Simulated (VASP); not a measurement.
**W: single point with PBEsol**

The system is W.

```
W
1.0
    -1.57698    1.57698    1.57698
     1.57698   -1.57698    1.57698
     1.57698    1.57698   -1.57698
W
1
Direct
  0.00000 0.00000 0.00000
```

```
Program                : VASP 6.6.1
Task                   : single point
Functional             : PBEsol
Potentials or basis    : VASP PAW PBE potentials, release 64 (W_sv)
Cutoff                 : 520 eV
k mesh                 : 15 × 15 × 15
Occupations            : fermi-dirac, width 0.136057 eV
Spin                   : no spin polarisation
Dipole correction      : no
Further INCAR settings : ALGO = Normal; EDIFF = 1e-07; NBANDS = 13
```

```json
{
 "Pressure": "0.8 GPa",
 "Band gap on the k mesh": "zero (band 7 reaches 16.15 eV, above the bottom of band 8 at 10.17 eV)"
}
```

Levels at points of the mesh, in eV from the Fermi level:
| k point | band 4 | band 5 | band 6 | band 7 | band 8 | band 9 | band 10 | band 11 |
| --- | --- | --- | --- | --- | --- | --- | --- | --- |
| (0.00, 0.00, 0.00) | -37.64 | -9.68 | -1.22 | -1.22 | -1.22 | 2.29 | 2.29 | 14.60 |

Run time: 18 s on 1 thread of AMD EPYC 7R13 Processor (Zen 3), on a shared host, peak memory 0.11 GiB.

Caveat: the PAW data sets were made with another functional, which shifts forces and pressure a little; spin-orbit coupling is left out, which moves the levels of the heavy elements.
